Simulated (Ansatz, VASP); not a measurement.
## Two plane-wave programs on NaB

INCAR

```
PREC     = Accurate       # precision mode
ENCUT    = 520            # plane-wave cutoff, eV
EDIFF    = 1E-6           # SCF threshold, eV
ISMEAR   = 0              # smearing method
SIGMA    = 0.15           # smearing width, eV
LREAL    = F              # projectors in reciprocal space
LASPH    = T              # aspherical terms in the spheres
NELM     = 80             # most SCF steps
ALGO     = Normal         # electronic algorithm
ISIF     = 2              # what is computed and relaxed
LWAVE    = F              # write WAVECAR
LCHARG   = T              # write CHGCAR
GGA      = PS             # functional
LELF     = T              # ELF
LVHAR    = T            
NBANDS   = 12             # bands
```

File KPOINTS:

```
regular mesh
0
Gamma
  18 18 18
```

The input POSCAR:

```
NaB
1.0
    0.0000000000      2.3911758228      3.3811226134
    2.3911758228      0.0000000000      3.3811226134
    2.3911758228      2.3911758228      0.0000000000
Na B
1 1
Direct
    0.0000000000      0.0000000000      0.0000000000
    0.5000000000      0.5000000000      0.5000000000
```

Input for Ansatz:

```yaml
crystal:
  lattice:
    - [0.0, 2.3911758228, 3.3811226134]
    - [2.3911758228, 0.0, 3.3811226134]
    - [2.3911758228, 2.3911758228, 0.0]
  atoms:
    - { symbol: Na, position: [0.0, 0.0, 0.0] }
    - { symbol: B, position: [0.5, 0.5, 0.5] }
basis:
  ecutwfc: 420
kpoints:
  mp_grid: { grid: [18, 18, 18] }
hamiltonian:
  xc: pbesol
scf:
  occupations: { method: gaussian, width: 0.15 }
output:
  forces: true
  stress: true
  eigenvalues: true
```

Alike in both runs: task single point; functional PBEsol; k mesh 18 × 18 × 18; occupations gaussian, width 0.15 eV; no spin polarisation.

|  | VASP | Ansatz |
| --- | --- | --- |
| version | VASP 6.6.1 | Ansatz 0.2.0 |
| potentials or method | VASP PAW PBE potentials, release 64 (Na_pv, B), cutoff 520 eV | scalar-relativistic, plane waves, PAW |
| valence electrons in the cell | 10 | 12 |

|  | VASP | Ansatz | Ansatz less VASP |
| --- | --- | --- | --- |
| gap on the k mesh at the Fermi level (eV) | none | none | - |
| pressure (GPa) | 5.4 | 5.3 | -0.10 |
| traceless stress, the component that is largest in VASP (GPa) | -12.15 | -12.02 | +0.129 |

VASP's potentials were made for PBE, not for PBEsol. A gap of «none» marks a metal or a gap that the smearing closes. VASP's potentials hold 10 valence electrons a cell and Ansatz's 12, so a difference there can come from the potentials and not from the codes.
